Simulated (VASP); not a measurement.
AlNi: single point with PBEsol

The system is AlNi.

```xyz
2
Lattice="2.3007 -1.3947 0.0000 2.3007 1.3947 0.0000 -1.3565 0.0000 3.8808" Properties=species:S:1:pos:R:3 pbc="T T T"
Ni    1.6225    0.0000    1.9404
Al    0.0000    0.0000    0.0000
```

```json
{
 "Program": "VASP 6.6.1",
 "Task": "single point",
 "Functional": "PBEsol",
 "Potentials or basis": "VASP PAW PBE potentials, release 64 (Ni, Al)",
 "Cutoff": "520 eV",
 "k mesh": "11 × 11 × 7",
 "Occupations": "fermi-dirac, width 0.05 eV",
 "Spin": "collinear spin, ferromagnetic start",
 "Starting moments": "[1.0, 0.0] μB",
 "Dipole correction": "no",
 "Further INCAR settings": "ALGO = Normal; EDIFF = 1e-07; NBANDS = 18"
}
```

```yaml
Pressure: -3.0 GPa
Net_moment: 0.00 μB per cell
Valence_electrons_inside_the_program's_atomic_spheres: Ni 9.37; Al 0.82
```

Stress tensor (GPa, compression positive):
```
-1.84  0.00 -0.71
 0.00 -3.76  0.00
-0.71  0.00 -3.26
```

Levels at points of the mesh, in eV from the Fermi level:
Spin up:
```csv
k point,band 4,band 5,band 6,band 7,band 8,band 9,band 10,band 11
"(0.00, 0.00, 0.00)",-1.69,-1.55,-1.37,-1.24,2.72,13.61,13.90,14.85
```
Spin down:
```tsv
k point	band 5	band 6	band 7	band 8	band 9	band 10
(0.00, 0.00, 0.00)	-1.55	-1.37	-1.24	2.72	13.61	13.90
```

It took 98 s on 1 thread of Intel(R) Xeon(R) 6975P-C (Granite Rapids), with other jobs on the host, peak memory 0.27 GiB.

Caveat: the PAW data sets were made with another functional, which shifts forces and pressure a little.
